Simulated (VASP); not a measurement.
Runs of VASP 6.6.1 on TiPd. The structure is that of space group Pm-3m (No. 221), or close to it. The cells are those of the table. 

```csv
task,cell,k mesh,gap on the mesh (eV),pressure (GPa),relaxed volume (Å³/atom)
single point,"a = 3.101 Å, 2 atoms",14 × 14 × 14,none,0.3,-
single point,"a = 3.100 Å, 2 atoms",6 × 6 × 6,none,(a),-
relaxation of cell and atoms,"relaxed from a = 3.180 Å, 2 atoms",6 × 6 × 6,none,-0.3,14.94
relaxation of cell and atoms,"relaxed from a = 3.100 Å, 2 atoms",14 × 14 × 14,none,0.0,14.94
```

Alike in all rows: level LDA; potentials or basis VASP PAW LDA potentials, release 64 (Ti_sv, Pd); no spin polarisation; cutoff (eV) 500; smearing gaussian 0.1 eV.

Fill in the values left out.

(a) 0.1.

A k mesh can miss the band edges, and the runs leave out spin-orbit coupling on Pd.

A gap of «none» marks levels without a gap at the run's occupations.
